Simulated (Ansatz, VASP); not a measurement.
## One calculation of SrTiO3, two programs

Contents of POSCAR:

```
SrTiO3
1.0
    4.0771902285      0.0000000000      0.0000000000
    0.0000000000      4.0771902285      0.0000000000
    0.0000000000      0.0000000000      4.0771902285
Sr Ti O
1 1 3
Direct
    0.0000000000      0.0000000000      0.0000000000
    0.5000000000      0.5000000000      0.5000000000
    0.5000000000      0.0000000000      0.5000000000
    0.5000000000      0.5000000000      0.0000000000
    0.0000000000      0.5000000000      0.5000000000
```

Contents of INCAR.step1:

```
  PREC = Accurate
  ENCUT = 520
  ISMEAR = 0
  SIGMA = 0.01
  LREAL = False
  LASPH = True
  NELM = 60
  NBANDS = 28
  GGA = PE
  ALGO = Normal
  EDIFF = 1E-4
  LWAVE = True
  LCHARG = False
```

The input INCAR.step2:

```
  PREC = Accurate
  ENCUT = 520
  EDIFF = 1E-6
  ISMEAR = 0
  SIGMA = 0.01
  LREAL = False
  LASPH = True
  NELM = 60
  ALGO = Normal
  ISIF = 2
  LWAVE = False
  LCHARG = True
  METAGGA = R2SCAN
  LMIXTAU = True
  LELF = True
  LVHAR = True
  NBANDS = 28
  ISTART = 1
```

File KPOINTS:

```
regular mesh
0
Gamma
  6 6 6
```

Input for Ansatz:

```yaml
crystal:
  lattice:
    - [4.0771902285, 0.0, 0.0]
    - [0.0, 4.0771902285, 0.0]
    - [0.0, 0.0, 4.0771902285]
  atoms:
    - { symbol: Sr, position: [0.0, 0.0, 0.0] }
    - { symbol: Ti, position: [0.5, 0.5, 0.5] }
    - { symbol: O, position: [0.5, 0.0, 0.5] }
    - { symbol: O, position: [0.5, 0.5, 0.0] }
    - { symbol: O, position: [0.0, 0.5, 0.5] }
kpoints:
  mp_grid: { grid: [6, 6, 6] }
  band_path:
    path: [[0.0, 0.0, 0.0], [0.0, 0.5, 0.0], [0.5, 0.5, 0.0], [0.5, 0.5, 0.5]]
    npoints: 1
hamiltonian:
  xc: r2scan
scf:
  occupations: { method: fixed }
  n_extra_bands: 5
output:
  forces: true
  stress: true
  eigenvalues: true
```

Change from the starting cell: hydrostatic strain +4.4%.

Alike in both runs: task single point; functional r2SCAN; k mesh 6 × 6 × 6; no spin polarisation.

```csv
,VASP,Ansatz
version,VASP 6.6.1,Ansatz 0.2.0
potentials or method,"VASP PAW PBE potentials, release 64 (Sr_sv, Ti_sv, O)","plane waves, PAW"
plane-wave cutoff (eV),520,500
occupations,"gaussian, width 0.01 eV",fixed
valence electrons in the cell,40,40
```

|  | VASP | Ansatz | Ansatz less VASP |
| --- | --- | --- | --- |
| gap on the k mesh at the Fermi level (eV) | 1.97 | 1.96 | -0.016 |
| pressure (GPa) | -17.7 | -18.3 | -0.60 |

VASP's potentials were made for PBE, not for r2SCAN.
